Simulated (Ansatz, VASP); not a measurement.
Ta5N: VASP beside Ansatz

```
Ta N
1.0
     3.06922    0.00000    0.00000
    -1.53461    2.65802    0.00000
     0.00000    0.00000   11.97975
Ta N
5 1
Direct
  0.66667 0.33333 0.89437
  0.33333 0.66667 0.10563
  0.66667 0.33333 0.30618
  0.33333 0.66667 0.69382
  0.00000 0.00000 0.50000
  0.00000 0.00000 0.00000
```

Alike in both runs: task relaxation of cell and atoms; functional PBE; k mesh 12 × 12 × 4; occupations gaussian, width 0.1 eV; no spin polarisation.

|  | VASP | Ansatz |
| --- | --- | --- |
| version | VASP 6.6.1 | Ansatz 0.2.0 |
| potentials or method | VASP PAW PBE potentials, release 64 (Ta_pv, N), cutoff 600 eV | scalar-relativistic, plane waves, PAW |
| valence electrons in the cell | 60 | 70 |

|  | VASP | Ansatz | Ansatz less VASP |
| --- | --- | --- | --- |
| gap on the k mesh at the Fermi level, each at its own relaxed structure (eV) | none | none | - |
| relaxed volume (Å³/atom) | 16.30 | 16.30 | -0.003 |
| relaxed length of the cell vector where the two differ most in proportion (Å) | 3.052 | 3.052 | -0.0003 |

A gap of «none» marks a metal or a gap that the smearing closes. VASP's potentials hold 60 valence electrons a cell and Ansatz's 70, so a difference there can come from the potentials and not from the codes.

Neither program's run includes spin-orbit coupling.
